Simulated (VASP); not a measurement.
# ZrS2 (P-3m1) in VASP: single point with PBEsol

Aim: the single point of ZrS2 with PBEsol.

All numbers are computed with VASP 6.6.1; they aren't measurements. Logs are shortened: lines on timing, memory, paths and dates and some standing lists are left out, and cuts for length are marked.

### 1 The cell of the first run

Symmetry: P-3m1, No. 164, trigonal system. Conventional cell: a = 3.691 Å, b = 3.691 Å, c = 6.041 Å, α = 90.00°, β = 90.00°, γ = 120.00°. Zr (site symmetry -3m) has 6 S at 2.56 Å within 3.4 Å. Within 3.4 Å of S (site symmetry 3m) lie 3 Zr at 2.56 Å.

### 2 Single point, PBEsol

Input file INCAR:

```
SYSTEM = ZrS2
ALGO = Normal
EDIFF = 1E-6
ENCUT = 500
GGA = PS
GGA_COMPAT = .FALSE.
ISIF = 2
ISMEAR = 0
LASPH = .TRUE.
LCHARG = .FALSE.
LREAL = .FALSE.
LWAVE = .FALSE.
NBANDS = 19
NELM = 120
PREC = Accurate
SIGMA = 0.01
```

Input file KPOINTS:

```
k-points
0
G
  5 5 3
  0 0 0
```

Input file POSCAR:

```
ZrS2
1.0
    3.6913827384     -0.0000002887      0.0000000000
   -1.8456911192      3.1968313709      0.0000000000
    0.0000000000      0.0000000000      6.0410770000
Zr S
1 2
Direct
    0.0000000000      0.0000000000      0.0000000000
    0.6666666667      0.3333333333      0.7647546155
    0.3333333333      0.6666666667      0.2352453845
```

Potentials or basis: VASP PAW PBE potentials, release 64 (Zr_sv, S).

Launch:

```console
$ cat potpaw_PBE.64/Zr_sv/POTCAR potpaw_PBE.64/S/POTCAR > POTCAR
$ mpirun -np 1 vasp_std > vasp.out
```

OUTCAR:

```text
SYSTEM = ZrS2
   EDIFF = 1E-6
   ENCUT = 500
   GGA = PS
   ISIF = 2
   ISMEAR = 0
   LASPH = .TRUE.
   LREAL = .FALSE.
   NELM = 120
   PREC = Accurate

 ion  position               nearest neighbor table
   1  0.000  0.000  0.000-   2 2.56   3 2.56   2 2.56   3 2.56   2 2.56   3 2.56
   2  0.667  0.333  0.765-   1 2.56   1 2.56   1 2.56
   3  0.333  0.667  0.235-   1 2.56   1 2.56   1 2.56

  LATTYP: Found a hexagonal cell.
 ALAT       =     3.6913827384
 C/A-ratio  =     1.6365349865

  Lattice vectors:

 A1 = (   3.6913827384,  -0.0000002887,   0.0000000000)
 A2 = (  -1.8456911192,   3.1968313709,   0.0000000000)
 A3 = (   0.0000000000,   0.0000000000,   6.0410770000)

Analysis of symmetry for initial positions (statically):
=====================================================================
 Subroutine PRICEL returns:
 Original cell was already a primitive cell.

 Routine SETGRP: Setting up the symmetry group for a
 hexagonal supercell.

 Subroutine GETGRP returns: Found 12 space group operations
 (whereof 12 operations were pure point group operations)
 out of a pool of 24 trial point group operations.

The static configuration has the point symmetry D_3d.

Analysis of symmetry for dynamics (positions and initial velocities):
=====================================================================
 Subroutine PRICEL returns:
 Original cell was already a primitive cell.

 Routine SETGRP: Setting up the symmetry group for a
 hexagonal supercell.

 Subroutine GETGRP returns: Found 12 space group operations
 (whereof 12 operations were pure point group operations)
 out of a pool of 24 trial point group operations.

The dynamic configuration has the point symmetry D_3d.

 Subroutine INISYM returns: Found 12 space group operations
 (whereof 12 operations are pure point group operations),
 and found     1 'primitive' translations

----------------------------------------------------------------------------------------

                                     Primitive cell

  volume of cell :      71.2891

  direct lattice vectors                    reciprocal lattice vectors
     3.691382738 -0.000000289  0.000000000     0.270901209  0.156404857  0.000000000
    -1.845691119  3.196831371  0.000000000     0.000000024  0.312809757  0.000000000
     0.000000000  0.000000000  6.041077000     0.000000000  0.000000000  0.165533397

  length of vectors
     3.691382738  3.691382738  6.041077000     0.312809757  0.312809757  0.165533397

  position of ions in fractional coordinates (direct lattice)
     0.000000000  0.000000000  0.000000000
     0.666666667  0.333333333  0.764754616
     0.333333333  0.666666667  0.235245384

  ion indices of the primitive-cell ions
   primitive index   ion index
                 1           1
                 2           2
                 3           3

----------------------------------------------------------------------------------------

 KPOINTS: k-points

Automatic generation of k-mesh.
 Grid dimensions read from file:
 generate k-points for:    5    5    3

 Generating k-lattice:

  Cartesian coordinates                     Fractional coordinates (reciprocal lattice)
     0.054180242  0.031280971  0.000000000     0.200000000  0.000000000  0.000000000
     0.000000005  0.062561951  0.000000000     0.000000000  0.200000000  0.000000000
     0.000000000  0.000000000  0.055177799     0.000000000  0.000000000  0.333333333

  Length of vectors
     0.062561951  0.062561951  0.055177799

  Shift w.r.t. Gamma in fractional coordinates (k-lattice)
     0.000000000  0.000000000  0.000000000

 Subroutine IBZKPT returns following result:
 ===========================================

 Found     12 irreducible k-points:

 Following reciprocal coordinates:
            Coordinates               Weight
  0.000000  0.000000  0.000000      1.000000
  0.200000 -0.000000  0.000000      6.000000
  0.400000 -0.000000  0.000000      6.000000
  0.200000  0.200000  0.000000      6.000000
  0.400000  0.200000  0.000000      6.000000
  0.000000  0.000000  0.333333      2.000000
  0.200000 -0.000000  0.333333      6.000000
  0.000000  0.200000  0.333333      6.000000
  0.400000 -0.000000  0.333333      6.000000
  0.000000  0.400000  0.333333      6.000000
  0.200000  0.200000  0.333333     12.000000
  0.400000  0.200000  0.333333     12.000000
   k-points           NKPTS =     12   k-points in BZ     NKDIM =     12   number of bands    NBANDS=     19
   number of dos      NEDOS =    301   number of ions     NIONS =      3
   total plane-waves  NPLWV =  37632
   dimension x,y,z NGX =    28 NGY =   28 NGZ =   48
   dimension x,y,z NGXF=    56 NGYF=   56 NGZF=   96
   ions per type =               1   2
   NGX,Y,Z   is equivalent  to a cutoff of  12.61, 12.61, 13.21 a.u.
   NGXF,Y,Z  is equivalent  to a cutoff of  25.22, 25.22, 26.42 a.u.
 SYSTEM =  ZrS2
   PREC   = accura    normal or accurate (medium, high low for compatibility)
   ISTART =      0    job   : 0-new  1-cont  2-samecut
   ICHARG =      2    charge: 1-file 2-atom 10-const
   ISPIN  =      1    spin polarized calculation?
   LNONCOLLINEAR =      F non collinear calculations
   LSORBIT =      F    spin-orbit coupling
   LASPH  =      T    aspherical Exc in radial PAW
   ENCUT  =  500.0 eV  36.75 Ry    6.06 a.u.   6.73  6.73 11.01*2*pi/ulx,y,z
   NELM   =    120;   NELMIN=  2; NELMDL= -5     # of ELM steps
   EDIFF  = 0.1E-05   stopping-criterion for ELM
   LREAL  =      F    real-space projection
   EDIFFG = 0.1E-04   stopping-criterion for IOM
   NSW    =      0    number of steps for IOM
   IBRION =     -1    ionic relax: 0-MD 1-quasi-New 2-CG
   NFREE  =      0    steps in history (QN), initial steepest desc. (CG)
   ISIF   =      2    stress and relaxation
   ISYM   =      2    0-nonsym 1-usesym 2-fastsym
   POTIM  = 0.5000    time-step for ionic-motion
   TEBEG  =    0.0;   TEEND  =   0.0 temperature during run
   PSTRESS=    0.0 pullay stress
   NELECT =      24.0000    total number of electrons
   NUPDOWN=      -1.0000    fix difference up-down
   EMIN   =  10.00;   EMAX   =-10.00  energy-range for DOS
   EFERMI =   0.00;   METHOD = LEGACY
   ISMEAR =     0;   SIGMA  =   0.01  broadening in eV -4-tet -1-fermi 0-gaus
   EFERMI_NEDOS =   21; number of points for ismear=-14 and -15
   IALGO  =     38    algorithm
   IMIX   =      4    mixing-type and parameters
     AMIX     =   0.40;   BMIX     =  1.00
     AMIX_MAG =   1.60;   BMIX_MAG =  1.00
  volume/ion in A,a.u.               =      23.76       160.36
  Fermi-wavevector in a.u.,A,eV,Ry     =   1.138861  2.152136 17.646827  1.297005
  Thomas-Fermi vector in A             =   2.275565
   LORBIT       =      0    0 simple, 1 ext, 2 COOP (PROOUT), +10 PAW based schemes
   GGA     = PS    functional components
   LHFCALC =     F    Hartree Fock is set to
   AEXX    =    0.0000 exact exchange contribution
   IVDW    =     0    specifies the selected vdW correction
   LEPSILON=     F    determine dielectric tensor
   LRPA    =     F    only Hartree local field effects (RPA)
 non-spin polarized calculation
 Gauss-broadening in eV      SIGMA  =   0.01
  energy-cutoff  :      500.00
  volume of cell :       71.29
 maximum number of plane-waves:      1820
 NGX is ok and might be reduce to    28
   NGX = 13   NGY = 13   NGZ = 23

 number of electron      24.0000001 magnetization

 Free energy of the ion-electron system (eV)
  ---------------------------------------------------
  ext. energy  EPLUGINS =         0.00000000
  ---------------------------------------------------
  free energy    TOTEN  =       -22.51282154 eV

  energy without entropy =      -22.51282154  energy(sigma->0) =      -22.51282154

 E-fermi :   4.1647     XC(G=0):  -9.4951

 val. band max:        3.9840434792   @ k =   0.0000   0.0000   0.0000
 cond. band min:       5.1225264576   @ k =   0.0000   0.4000   0.3333
 fundamental gap:      1.1384829783
 Fermi energy:         4.1647445543

 k-point     1 :       0.0000    0.0000    0.0000
  band No.  band energies     occupation
      1     -44.8180      2.00000
      2     -22.9225      2.00000
      3     -22.7643      2.00000
      4     -22.7643      2.00000
      5      -8.5459      2.00000
      6      -7.1020      2.00000
[... 11 lines left out ...]
     18       9.6627      0.00000
     19       9.8137      0.00000

 k-point     2 :       0.2000   -0.0000    0.0000
  band No.  band energies     occupation
      1     -44.8118      2.00000
      2     -22.9037      2.00000
      3     -22.8537      2.00000
      4     -22.7836      2.00000
      5      -8.1645      2.00000
      6      -7.1987      2.00000
[... 11 lines left out ...]
     18      11.0446      0.00000
     19      11.7748      0.00000

 k-point     3 :       0.4000   -0.0000    0.0000
  band No.  band energies     occupation
      1     -44.8018      2.00000
      2     -22.9956      2.00000
      3     -22.8715      2.00000
      4     -22.8145      2.00000
      5      -7.6007      2.00000
      6      -7.2041      2.00000
[... 11 lines left out ...]
     18      11.1738      0.00000
     19      11.8245      0.00000

 k-point     4 :       0.2000    0.2000    0.0000
  band No.  band energies     occupation
      1     -44.8037      2.00000
      2     -22.9448      2.00000
      3     -22.8791      2.00000
      4     -22.8320      2.00000
      5      -7.6212      2.00000
      6      -7.3060      2.00000
[... 143 lines left out ...]
     18      10.4037      0.00000
     19      11.2004      0.00000

 k-point    11 :       0.2000    0.2000    0.3333
  band No.  band energies     occupation
      1     -44.8037      2.00000
      2     -22.9448      2.00000
      3     -22.8792      2.00000
      4     -22.8320      2.00000
      5      -7.5478      2.00000
      6      -7.3818      2.00000
[... 11 lines left out ...]
     18      12.1633      0.00000
     19      12.5563      0.00000

 k-point    12 :       0.4000    0.2000    0.3333
  band No.  band energies     occupation
      1     -44.7987      2.00000
      2     -22.9873      2.00000
      3     -22.8762      2.00000
      4     -22.8625      2.00000
      5      -7.4496      2.00000
      6      -7.1536      2.00000
[... 11 lines left out ...]
     18      11.2870      0.00000
     19      12.2750      0.00000

------------------------ aborting loop because EDIFF is reached ----------------------------------------

  FORCE on cell =-STRESS in cart. coord.  units (eV):
  Direction    XX          YY          ZZ          XY          YZ          ZX
  --------------------------------------------------------------------------------------
  -------------------------------------------------------------------------------------
  Total       -0.9467911     -0.9467911     -0.1285302      0.0000000     -0.0000000     -0.0000000
  in kB      -21.2785279    -21.2785279     -2.8886335      0.0000000     -0.0000000     -0.0000000
  external PRESSURE =     -15.1485631 kB  Pullay stress =       0.0000000 kB

 VOLUME and BASIS-vectors are now :
 -----------------------------------------------------------------------------
  energy-cutoff  :      500.00
  volume of cell :       71.29
      direct lattice vectors                 reciprocal lattice vectors
     3.691382738 -0.000000289  0.000000000     0.270901209  0.156404857  0.000000000
    -1.845691119  3.196831371  0.000000000     0.000000024  0.312809757  0.000000000
     0.000000000  0.000000000  6.041077000     0.000000000  0.000000000  0.165533397

 POSITION                                       TOTAL-FORCE (eV/Angst)
 -----------------------------------------------------------------------------------
      0.00000      0.00000      0.00000        -0.000000     -0.000000      0.000000
      1.84569      1.06561      4.61994         0.000000      0.000000     -0.022024
      0.00000      2.13122      1.42114        -0.000000     -0.000000      0.022024
 -----------------------------------------------------------------------------------
    total drift:                               -0.000000      0.000000      0.000000

  FREE ENERGIE OF THE ION-ELECTRON SYSTEM (eV)
  ---------------------------------------------------
  free  energy   TOTEN  =       -22.5128215359 eV

  energy  without entropy=      -22.5128215359  energy(sigma->0) =      -22.51282154
```

Wall time 24 s (1 thread of Intel Xeon 8259CL, shared host); peak memory 0.19 GiB.

What came out:

```yaml
Free_energy: -22.5128 eV
Pressure: -1.5 GPa
Largest_force: 0.022 eV/Å
Band_gap_on_the_k_mesh: 1.14 eV, indirect (least direct gap 1.58 eV)
```

Forces in eV/Å, atoms in the order of the input:
```
Zr   0.000  0.000  0.000
S    0.000  0.000 -0.022
S    0.000  0.000  0.022
```

Stress tensor (GPa, compression positive):
```
-2.13  0.00  0.00
 0.00 -2.13  0.00
 0.00  0.00 -0.29
```

Caveat: the PAW data sets were made with another functional, which shifts forces and pressure a little; this functional lacks dispersion, which binds the layers, so the pressure and a relaxed spacing across them are unreliable.
